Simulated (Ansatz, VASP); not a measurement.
# One calculation of Hf, two programs

```
Hf
1.0
     0.00000    2.27049    2.27049
     2.27049    0.00000    2.27049
     2.27049    2.27049    0.00000
Hf
1
Direct
  0.00000 0.00000 0.00000
```

Alike in both runs: functional PBE; k mesh 16 × 16 × 16; occupations fermi-dirac, width 0.05 eV; no spin polarisation.

Ansatz relaxed the structure, and its values are those at the end. VASP's run is a single point on that final structure, the one shown.

|  | VASP | Ansatz |
| --- | --- | --- |
| version | VASP 6.6.1 | Ansatz 0.2.0 |
| potentials or method | VASP PAW PBE potentials, release 64 (Hf_pv), cutoff 520 eV | all-electron LAPW, non-relativistic |

|  | VASP | Ansatz | Ansatz less VASP |
| --- | --- | --- | --- |
| pressure (GPa) | -3.9 | 0.0 | +3.92 |

Ansatz ran all-electron here, and VASP with PAW potentials.

Neither program's run includes spin-orbit coupling.
